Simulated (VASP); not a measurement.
Input of a VASP 6.6.1 run:

File POSCAR:

```
LiF
1.0
    3.0810519536      0.0000000000      0.0000000000
   -1.5405259768      2.6682692622      0.0000000000
    0.0000000000      0.0000000000      4.7852337566
Li F
2 2
Direct
    0.3333333333      0.6666666667      0.3824388611
    0.6666666667      0.3333333333      0.8824388611
    0.3333333333      0.6666666667      0.9925591389
    0.6666666667      0.3333333333      0.4925591389
```

Contents of INCAR.step1:

```
SYSTEM = LiF
  ALGO = Normal
  EDIFF = 1E-5
  ENCUT = 520
  GGA = PE
  ISIF = 2
  ISMEAR = 0
  LASPH = .TRUE.
  LCHARG = .FALSE.
  LREAL = .FALSE.
  LWAVE = .TRUE.
  NBANDS = 18
  NELM = 80
  PREC = Accurate
  SIGMA = 0.01
```

The input INCAR.step2:

```
SYSTEM = LiF
  ALGO = Normal
  EDIFF = 1E-6
  ENCUT = 520
  GGA = PE
  HFSCREEN = 0.2079
  ISIF = 2
  ISMEAR = 0
  ISTART = 1
  LASPH = .TRUE.
  LCHARG = .FALSE.
  LHFCALC = .TRUE.
  LREAL = .FALSE.
  LWAVE = .FALSE.
  NBANDS = 18
  NELM = 80
  PREC = Accurate
  PRECFOCK = Normal
  SIGMA = 0.01
```

File KPOINTS:

```
k-points
0
G
  6 6 4
  0 0 0
```

Potentials or basis: VASP PAW PBE potentials, release 64 (Li_sv, F).

The run is started by

```bash
$ cat potpaw_PBE.64/Li_sv/POTCAR potpaw_PBE.64/F/POTCAR > POTCAR
$ cp INCAR.step1 INCAR
$ mpirun -np 1 vasp_std > vasp.out
$ cp INCAR.step2 INCAR
$ mpirun -np 1 vasp_std > vasp.out
```

(1) Estimate the largest force.

(2) Predict the band gap on the k mesh.

Answers

(1) 0.004 eV/Å.

(2) 10.00 eV.

Caveat: the PAW data sets were made with another functional, which shifts forces and pressure a little.
